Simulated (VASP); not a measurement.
# NaC12 (P1) in VASP: relaxation of cell and atoms with PBE+D3(BJ)

Aim: the relaxation of cell and atoms of NaC12 with PBE+D3(BJ).

Everything below comes from runs of VASP 6.6.1. Logs are shortened: lines on timing, memory, paths and dates and some standing lists are left out, and cuts for length are marked.

## 1. The cell of the first run

The typed cell holds 13 atoms: a = 4.319 Å, b = 4.404 Å, c = 7.735 Å, α = 89.31°, β = 91.55°, γ = 120.77°.

## 2. Relaxation of cell and atoms, PBE+D3(BJ)

INCAR

```
SYSTEM = NaC12
PREC = Accurate
ENCUT = 600
EDIFF = 1E-7
ISMEAR = 0
SIGMA = 0.2
LREAL = .FALSE.
LASPH = .TRUE.
NELM = 120
ALGO = Normal
ISIF = 3
LWAVE = .FALSE.
LCHARG = .FALSE.
GGA = PE
IVDW = 12
IBRION = 2
NSW = 80
EDIFFG = -0.025
GGA_COMPAT = .FALSE.
NELMIN = 4
```

KPOINTS

```
Automatic mesh
0
G
  6 6 4
  0 0 0
```

POSCAR

```
NaC12
1.0
    4.3185637025     -0.0535294335     -0.0578852337
   -2.2056397005      3.8118006603      0.0259049487
   -0.1051946884     -0.0063743472      7.7342583966
Na C
1 12
Direct
    0.0102433391     -0.0045685172      0.0067079356
    0.3656895256      0.0517043619      0.7323031559
   -0.0046533214      0.3443815739      0.7022627608
    0.6215085441      0.6155943480      0.7365231763
    0.6809053861      0.0167928785      0.7109262265
    0.3206041460      0.3071258185      0.6873544086
   -0.0146473559      0.6275804739      0.6862068163
    0.6199617491     -0.0391578866      0.3164432651
    0.3273449569      0.3477707469      0.2819179703
    0.0031863074      0.6597492128      0.2877440985
    0.3571179115      0.0247487389      0.2607104638
    0.0397339278      0.3649524856      0.2944167401
    0.6730048836      0.6833257648      0.2964829822
```

Potentials or basis: VASP PAW PBE potentials, release 64 (Na_pv, C).

The run is started by

```bash
$ cat potpaw_PBE.64/Na_pv/POTCAR potpaw_PBE.64/C/POTCAR > POTCAR
$ mpirun -np 1 vasp_std > vasp.out
```

OUTCAR:

```text
SYSTEM = NaC12
   PREC = Accurate
   ENCUT = 600
   EDIFF = 1E-7
   ISMEAR = 0
   LREAL = .FALSE.
   LASPH = .TRUE.
   NELM = 120
   ISIF = 3
   GGA = PE
   IVDW = 12
   IBRION = 2
   NSW = 80
   EDIFFG = -0.025
   NELMIN = 4
 IVDW          = 12

 ion  position               nearest neighbor table
   1  0.010  0.995  0.007-  11 2.40
   2  0.366  0.052  0.732-   6 1.28   5 1.46   7 1.78
   3  0.995  0.344  0.702-   7 1.27   5 1.39   6 1.50
   4  0.622  0.616  0.737-   6 1.36   7 1.60   5 1.66
   5  0.681  0.017  0.711-   3 1.39   2 1.46   4 1.66
   6  0.321  0.307  0.687-   2 1.28   4 1.36   3 1.50
   7  0.985  0.628  0.686-   3 1.27   4 1.60   2 1.78
   8  0.620  0.961  0.316-  11 1.36  13 1.36  12 1.79
   9  0.327  0.348  0.282-  12 1.29  13 1.47  11 1.50
  10  0.003  0.660  0.288-  12 1.39  13 1.49  11 1.57
  11  0.357  0.025  0.261-   8 1.36   9 1.50  10 1.57   1 2.40
  12  0.040  0.365  0.294-   9 1.29  10 1.39   8 1.79
  13  0.673  0.683  0.296-   8 1.36   9 1.47  10 1.49

  LATTYP: Found a triclinic cell.
 ALAT       =     4.3192833379
 B/A-ratio  =     1.0196168996
 C/A-ratio  =     1.7908008733
 COS(alpha) =     0.0119794525
 COS(beta)  =     0.0269877319
 COS(gamma) =     0.5115468243

  Lattice vectors:

 A1 = (   4.3185637025,  -0.0535294335,  -0.0578852337)
 A2 = (   2.2056397005,  -3.8118006603,  -0.0259049487)
 A3 = (   0.1051946884,   0.0063743472,  -7.7342583966)

Analysis of symmetry for initial positions (statically):
=====================================================================
 Subroutine PRICEL returns:
 Original cell was already a primitive cell.

 Routine SETGRP: Setting up the symmetry group for a
 triclinic supercell.

 Subroutine GETGRP returns: Found  1 space group operations
 (whereof  1 operations were pure point group operations)
 out of a pool of  2 trial point group operations.

The static configuration has the point symmetry C_1 .

Analysis of symmetry for dynamics (positions and initial velocities):
=====================================================================
 Subroutine PRICEL returns:
 Original cell was already a primitive cell.

 Routine SETGRP: Setting up the symmetry group for a
 triclinic supercell.

 Subroutine GETGRP returns: Found  1 space group operations
 (whereof  1 operations were pure point group operations)
 out of a pool of  2 trial point group operations.

The dynamic configuration has the point symmetry C_1 .

 Subroutine INISYM returns: Found  1 space group operations
 (whereof  1 operations are pure point group operations),
 and found     1 'primitive' translations

----------------------------------------------------------------------------------------

                                     Primitive cell

  volume of cell :     126.3812

  direct lattice vectors                    reciprocal lattice vectors
     4.318563702 -0.053529434 -0.057885234     0.233275329  0.134958855  0.003284038
    -2.205639700  3.811800660  0.025904949     0.003278806  0.264238652  0.000262373
    -0.105194688 -0.006374347  7.734258397     0.001734912  0.000125033  0.129318578

  length of vectors
     4.319283338  4.404014286  7.734976374     0.269521904  0.264259124  0.129330276

  position of ions in fractional coordinates (direct lattice)
     0.010243339  0.995431483  0.006707936
     0.365689526  0.051704362  0.732303156
     0.995346679  0.344381574  0.702262761
     0.621508544  0.615594348  0.736523176
     0.680905386  0.016792878  0.710926226
     0.320604146  0.307125818  0.687354409
     0.985352644  0.627580474  0.686206816
     0.619961749  0.960842113  0.316443265
     0.327344957  0.347770747  0.281917970
     0.003186307  0.659749213  0.287744098
     0.357117911  0.024748739  0.260710464
     0.039733928  0.364952486  0.294416740
     0.673004884  0.683325765  0.296482982

  ion indices of the primitive-cell ions
   primitive index   ion index
                 1           1
                 2           2
                 3           3
                 4           4
                 5           5
                 6           6
                 7           7
                 8           8
                 9           9
                10          10
                11          11
                12          12
                13          13

----------------------------------------------------------------------------------------

 KPOINTS: Automatic mesh

Automatic generation of k-mesh.
 Grid dimensions read from file:
 generate k-points for:    6    6    4

 Generating k-lattice:

  Cartesian coordinates                     Fractional coordinates (reciprocal lattice)
     0.038879221  0.022493143  0.000547340     0.166666667 -0.000000000 -0.000000000
     0.000546468  0.044039775  0.000043729    -0.000000000  0.166666667  0.000000000
     0.000433728  0.000031258  0.032329645    -0.000000000  0.000000000  0.250000000

  Length of vectors
     0.044920317  0.044043187  0.032332569

  Shift w.r.t. Gamma in fractional coordinates (k-lattice)
     0.000000000  0.000000000  0.000000000

 Subroutine IBZKPT returns following result:
 ===========================================

 Found     76 irreducible k-points:

 Following reciprocal coordinates:
            Coordinates               Weight
  0.000000  0.000000  0.000000      1.000000
  0.166667  0.000000  0.000000      2.000000
  0.333333 -0.000000  0.000000      2.000000
  0.500000  0.000000 -0.000000      1.000000
  0.000000  0.166667 -0.000000      2.000000
  0.166667  0.166667  0.000000      2.000000
[... 16 lines left out ...]
  0.333333  0.000000  0.250000      2.000000
  0.500000  0.000000  0.250000      2.000000
 [... further k-points ...]
   k-points           NKPTS =     76   k-points in BZ     NKDIM =     76   number of bands    NBANDS=     34
   number of dos      NEDOS =    301   number of ions     NIONS =     13
   total plane-waves  NPLWV =  82944
   dimension x,y,z NGX =    36 NGY =   36 NGZ =   64
   dimension x,y,z NGXF=    72 NGYF=   72 NGZF=  128
   ions per type =               1  12
   NGX,Y,Z   is equivalent  to a cutoff of  13.86, 13.59, 13.76 a.u.
   NGXF,Y,Z  is equivalent  to a cutoff of  27.71, 27.18, 27.51 a.u.
 SYSTEM =  NaC12
   PREC   = accura    normal or accurate (medium, high low for compatibility)
   ISTART =      0    job   : 0-new  1-cont  2-samecut
   ICHARG =      2    charge: 1-file 2-atom 10-const
   ISPIN  =      1    spin polarized calculation?
   LNONCOLLINEAR =      F non collinear calculations
   LSORBIT =      F    spin-orbit coupling
   LASPH  =      T    aspherical Exc in radial PAW
   ENCUT  =  600.0 eV  44.10 Ry    6.64 a.u.   8.63  8.80 15.45*2*pi/ulx,y,z
   NELM   =    120;   NELMIN=  4; NELMDL= -5     # of ELM steps
   EDIFF  = 0.1E-06   stopping-criterion for ELM
   LREAL  =      F    real-space projection
   EDIFFG = -.3E-01   stopping-criterion for IOM
   NSW    =     80    number of steps for IOM
   IBRION =      2    ionic relax: 0-MD 1-quasi-New 2-CG
   NFREE  =      1    steps in history (QN), initial steepest desc. (CG)
   ISIF   =      3    stress and relaxation
   ISYM   =      2    0-nonsym 1-usesym 2-fastsym
   POTIM  = 0.5000    time-step for ionic-motion
   TEBEG  =    0.0;   TEEND  =   0.0 temperature during run
   PSTRESS=    0.0 pullay stress
   NELECT =      55.0000    total number of electrons
   NUPDOWN=      -1.0000    fix difference up-down
   EMIN   =  10.00;   EMAX   =-10.00  energy-range for DOS
   EFERMI =   0.00;   METHOD = LEGACY
   ISMEAR =     0;   SIGMA  =   0.20  broadening in eV -4-tet -1-fermi 0-gaus
   EFERMI_NEDOS =   21; number of points for ismear=-14 and -15
   IALGO  =     38    algorithm
   IMIX   =      4    mixing-type and parameters
     AMIX     =   0.40;   BMIX     =  1.00
     AMIX_MAG =   1.60;   BMIX_MAG =  1.00
  volume/ion in A,a.u.               =       9.72        65.60
  Fermi-wavevector in a.u.,A,eV,Ry     =   1.240609  2.344411 20.940870  1.539111
  Thomas-Fermi vector in A             =   2.375042
   LORBIT       =      0    0 simple, 1 ext, 2 COOP (PROOUT), +10 PAW based schemes
   GGA     = PE    functional components
   LHFCALC =     F    Hartree Fock is set to
   AEXX    =    0.0000 exact exchange contribution
   IVDW    =    12    specifies the selected vdW correction
   LEPSILON=     F    determine dielectric tensor
   LRPA    =     F    only Hartree local field effects (RPA)
 conjugate gradient relaxation of ions
 non-spin polarized calculation
 Gauss-broadening in eV      SIGMA  =   0.20
  energy-cutoff  :      600.00
  volume of cell :      126.38
 maximum number of plane-waves:      4237
 NGX is ok and might be reduce to    36
   NGX = 17   NGY = 17   NGZ = 31

--------------------------------------- Ionic step        1  -------------------------------------------

 number of electron      55.0000003 magnetization

 Free energy of the ion-electron system (eV)
  ---------------------------------------------------
  ext. energy  EPLUGINS =         0.00000000
  ---------------------------------------------------
  free energy    TOTEN  =      -103.88825278 eV

  energy without entropy =     -103.85076488  energy(sigma->0) =     -103.86950883

------------------------ aborting loop because EDIFF is reached ----------------------------------------

 Edisp (eV)   -1.67859

 E8    (eV) :    -0.5303
[... 138 lines left out ...]
  FREE ENERGIE OF THE ION-ELECTRON SYSTEM (eV)
  ---------------------------------------------------
  free  energy   TOTEN  =      -110.7195395933 eV

  energy  without entropy=     -110.6864544119  energy(sigma->0) =     -110.70299700

 E-fermi :   5.9315     XC(G=0): -10.0263

 val. band max:        5.8960103370   @ k =   0.1667  -0.1667   0.2500
 cond. band min:       5.9425075188   @ k =   0.1667   0.0000   0.5000
 fundamental gap:      0.0464971818
 Fermi energy:         5.9315446833

 k-point     1 :       0.0000    0.0000    0.0000
  band No.  band energies     occupation
      1     -20.0369      2.00000
      2     -20.0299      2.00000
      3     -20.0241      2.00000
      4     -14.9103      2.00000
      5     -14.6730      2.00000
      6      -8.5952      2.00000
[... 877 lines left out ...]
     33      11.0555      0.00000
     34      11.5324      0.00000

 [... further k-points ...]

[... ionic steps 4 to 20 ...]

--------------------------------------- Ionic step       21  -------------------------------------------

 number of electron      55.0000005 magnetization

------------------------ aborting loop because EDIFF is reached ----------------------------------------
[... 97 lines left out ...]
--------------------------------------- Ionic step       23  -------------------------------------------

 number of electron      55.0000005 magnetization

 Free energy of the ion-electron system (eV)
  ---------------------------------------------------
  ext. energy  EPLUGINS =         0.00000000
  ---------------------------------------------------
  free energy    TOTEN  =      -111.83046806 eV

  energy without entropy =     -111.80120861  energy(sigma->0) =     -111.81583833

 E-fermi :   5.6976     XC(G=0):  -9.9562

 val. band max:        5.6779652221   @ k =  -0.3333   0.3333   0.5000
 cond. band min:       5.7349173875   @ k =   0.5000   0.0000   0.5000
 fundamental gap:      0.0569521654
 Fermi energy:         5.6976393403

 k-point     1 :       0.0000    0.0000    0.0000
  band No.  band energies     occupation
      1     -20.1636      2.00000
      2     -20.1631      2.00000
      3     -20.1629      2.00000
      4     -14.8684      2.00000
      5     -14.6357      2.00000
      6      -7.9713      2.00000
[... 877 lines left out ...]
     33      10.5498      0.00000
     34      11.0702      0.00000

 [... further k-points ...]

------------------------ aborting loop because EDIFF is reached ----------------------------------------

 Edisp (eV)   -1.70237

 E8    (eV) :    -0.5380
[... 36 lines left out ...]
  FREE ENERGIE OF THE ION-ELECTRON SYSTEM (eV)
  ---------------------------------------------------
  free  energy   TOTEN  =      -113.5328336927 eV

  energy  without entropy=     -113.5035742390  energy(sigma->0) =     -113.51820397

 reached required accuracy - stopping structural energy minimisation
```

It took 2.3 h on 1 thread of Intel Xeon 8259CL, shared host; peak memory 0.49 GiB.

Results:

| Quantity | Value |
| --- | --- |
| Free energy | -113.5328 eV |
| Relaxed volume | 9.47 Å³/atom |
| Relaxed cell | a = 4.291 Å, b = 4.291 Å, c = 7.719 Å, α = 89.83°, β = 90.37°, γ = 120.00° |
| Space group after relaxing (to 0.1 Å) | P6/mmm (No. 191) |
| Pressure after relaxing | 0.0 GPa |
| Largest force after relaxing | 0.021 eV/Å |
| Band gap on the k mesh | zero (an odd number of electrons rules out a gap without spin polarisation) |
| Dispersion energy per atom | -0.131 eV |

Forces on the atoms (eV/Å):
```
Na  -0.019  0.009 -0.004
C   -0.008  0.003  0.000
C    0.004 -0.004 -0.016
C   -0.006  0.003 -0.006
C    0.004  0.008  0.008
C    0.000  0.008  0.005
C    0.017 -0.003  0.002
C   -0.003  0.000 -0.001
C   -0.002 -0.004 -0.004
C   -0.010  0.004 -0.005
C    0.007 -0.006  0.003
C    0.009 -0.004  0.012
C    0.005 -0.014  0.007
```

Stress tensor (GPa, compression positive):
```
 0.05  0.04  0.05
 0.04  0.02 -0.02
 0.05 -0.02  0.04
```

Final structure:
```xyz
13
Lattice="4.2911 -0.0001 -0.0132 -2.1459 3.7163 0.0063 -0.0255 -0.0008 7.7187" Properties=species:S:1:pos:R:3 pbc="T T T"
Na   -2.1246    3.7065    0.0067
C    -0.7411    3.6930    5.4779
C     3.5494    1.2158    5.4668
C     1.4040    2.4540    5.4729
C     0.6885    3.6928    5.4744
C     0.6892    1.2156    5.4739
C     2.8343    2.4540    5.4680
C     2.8576    0.0241    2.2319
C     0.7122    1.2632    2.2393
C    -1.4332    2.5012    2.2477
C     1.4277    0.0243    2.2386
C    -0.7185    1.2631    2.2418
C     1.4269    2.5016    2.2373
```

Levels at points of the mesh, in eV from the Fermi level:
```tsv
k point	band 25	band 26	band 27	band 28	band 29	band 30
(0.00, 0.00, 0.00)	-1.71	-1.64	-1.64	-0.85	-0.85	-0.69
(0.50, 0.00, 0.00)	-5.86	-4.04	-3.08	-0.23	1.04	2.94
(0.00, 0.50, 0.00)	-5.86	-4.04	-3.08	-0.22	1.04	2.94
(0.50, 0.50, 0.00)	-5.86	-4.04	-3.08	-0.22	1.04	2.94
(0.00, 0.00, 0.50)	-1.64	-1.49	-1.49	-0.95	-0.95	-0.88
(0.50, 0.00, 0.50)	-6.11	-3.93	-3.22	0.04	0.67	3.59
(0.00, 0.50, 0.50)	-6.12	-3.93	-3.22	0.04	0.68	3.59
(0.50, 0.50, 0.50)	-6.12	-3.93	-3.22	0.04	0.68	3.59
```

The gap in the log of VASP goes by the Fermi energy; the results here count the filled bands.